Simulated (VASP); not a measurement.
The system is Ni.

```
Ni
1.0
     0.00000    1.77200    1.77200
     1.77200    0.00000    1.77200
     1.77200    1.77200    0.00000
Ni
1
Direct
  0.00000 0.00000 0.00000
```

Base run:

- Program: VASP 6.6.1
- Functional: PBEsol
- Potentials or basis: VASP PAW PBE potentials, release 64 (Ni)
- Cutoff: 520 eV
- k mesh: 15 × 15 × 15
- Occupations: fermi-dirac, width 0.1 eV
- Spin: collinear spin, ferromagnetic start
- Starting moments: [0.72] μB
- Fixed moment: 0.72 μB

Its results: pressure -12.5 GPa; site moments Ni +0.73 μB.

Q: The run is repeated on the same cell with these changes: fixed moment from 0.72 μB to 1.68 μB; moments at the start from [0.72] to [1.68]. What comes out?

A: Pressure 2.2 GPa; site moments Ni +1.59 μB.

Caveats: the PAW data sets were made with another functional, which shifts forces and pressure a little; the total moment is fixed, so each spin has its own Fermi level.
